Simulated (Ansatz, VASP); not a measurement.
Cr in VASP and in Ansatz

```
CELL_PARAMETERS angstrom
2.96363 0.00000 0.00000
0.00000 2.96363 0.00000
0.00000 0.00000 2.96363
ATOMIC_POSITIONS crystal
Cr 0.00000 0.00000 0.00000
Cr 0.50000 0.50000 0.50000
```

Alike in both runs: functional r2SCAN; k mesh 11 × 11 × 11; occupations fermi-dirac, width 0.05 eV; collinear spin.

Ansatz relaxed the structure, and its values are those at the end. VASP's run is a single point on that final structure, the one shown.

|  | VASP | Ansatz |
| --- | --- | --- |
| version | VASP 6.6.1 | Ansatz 0.2.0 |
| potentials or method | VASP PAW PBE potentials, release 64 (Cr_pv), cutoff 520 eV | plane waves (500 eV) with PAW, scalar-relativistic |
| valence electrons in the cell | 24 | 28 |

Ansatz gave:

* pressure (GPa): 0.0
* net moment per atom (μB): 0.00
* size of the moment on the site where the two differ most (μB): 2.53

Task: What did VASP give for the same quantities?

Result: Pressure (GPa): 0.5; net moment per atom (μB): 0.00; size of the moment on the site where the two differ most (μB): 2.71.

VASP's potentials were made for PBE, not for r2SCAN. Site moments also hang on the region over which each program counts them. VASP's potentials hold 24 valence electrons a cell and Ansatz's 28, so a difference there can come from the potentials and not from the codes.
